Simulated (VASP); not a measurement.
Wanted: the native input for a VASP 6.6.1 run.

- Task: single point
- Functional: r2SCAN
- Dispersion: D4
- Potentials or basis: VASP PAW PBE potentials, release 64 (Mg)
- Cutoff: 520 eV
- k mesh: 10 × 10 × 5
- Occupations: fermi-dirac, width 0.05 eV
- Spin: no spin polarisation
- Dipole correction: no
- Further INCAR settings: ALGO = Normal; EDIFF = 1e-06; NBANDS = 9

Crystal: Mg.

```
Mg
1.0
     3.14379    0.00000    0.00000
    -1.57189    2.72260    0.00000
     0.00000    0.00000    5.10394
Mg
2
Direct
  0.66667 0.33333 0.75000
  0.33333 0.66667 0.25000
```

These files were run (other wordings do the same):

POSCAR

```
Mg
1.0
    3.1437856987      0.0000000000      0.0000000000
   -1.5718928494      2.7225982792      0.0000000000
    0.0000000000      0.0000000000      5.1039375022
Mg
2
Direct
    0.6666666667      0.3333333333      0.7500000000
    0.3333333333      0.6666666667      0.2500000000
```

INCAR.step1

```
SYSTEM = Mg
PREC     = Accurate       ! precision mode
ENCUT    = 520            ! plane-wave cutoff, eV
ISMEAR   = -1             ! smearing method
SIGMA    = 0.05           ! smearing width, eV
LREAL    = .False.        ! projectors in reciprocal space
LASPH    = .True.         ! aspherical terms in the spheres
NELM     = 80             ! most SCF steps
NBANDS   = 9              ! bands
GGA      = PE             ! functional
ALGO     = Normal         ! electronic algorithm
EDIFF    = 1E-4           ! SCF threshold, eV
LWAVE    = .True.         ! write WAVECAR
LCHARG   = .False.        ! write CHGCAR
```

INCAR.step2

```
SYSTEM = Mg
PREC     = Accurate       ! precision mode
ENCUT    = 520            ! plane-wave cutoff, eV
EDIFF    = 1E-6           ! SCF threshold, eV
ISMEAR   = -1             ! smearing method
SIGMA    = 0.05           ! smearing width, eV
LREAL    = .False.        ! projectors in reciprocal space
LASPH    = .True.         ! aspherical terms in the spheres
NELM     = 80             ! most SCF steps
ALGO     = Normal         ! electronic algorithm
ISIF     = 2              ! what is computed and relaxed
LWAVE    = .False.        ! write WAVECAR
LCHARG   = .True.         ! write CHGCAR
METAGGA  = R2SCAN         ! meta-GGA
LMIXTAU  = .True.       
IVDW     = 13             ! dispersion correction
VDW_S6   = 1.0          
VDW_S8   = 0.6018749    
VDW_A1   = 0.51559235   
VDW_A2   = 5.77342911   
LELF     = .True.         ! ELF
LVHAR    = .True.       
NBANDS   = 9              ! bands
ISTART   = 1
```

KPOINTS

```
regular mesh
0
Gamma
  10 10 5
  0 0 0
```

Potentials or basis: VASP PAW PBE potentials, release 64 (Mg).

Launch:

```bash
$ cat potpaw_PBE.64/Mg/POTCAR > POTCAR
$ cp INCAR.step1 INCAR
$ mpirun -np 1 vasp_std > vasp.out
$ cp INCAR.step2 INCAR
$ mpirun -np 1 vasp_std > vasp.out
```

Results of the run:

```
Pressure                   : 0.9 GPa
Band gap on the k mesh     : zero (band 2 reaches 3.51 eV, above the bottom of band 3 at 1.71 eV)
Dispersion energy per atom : -0.028 eV
```

Caveat: the PAW data sets were made with another functional, which shifts forces and pressure a little; pairwise dispersion overbinds metals, which lowers pressure and volume.

Wall time 57 s on 1 thread of AMD EPYC 7R43 64-Core Processor (Zen 3), on a shared host, peak memory 0.14 GiB.
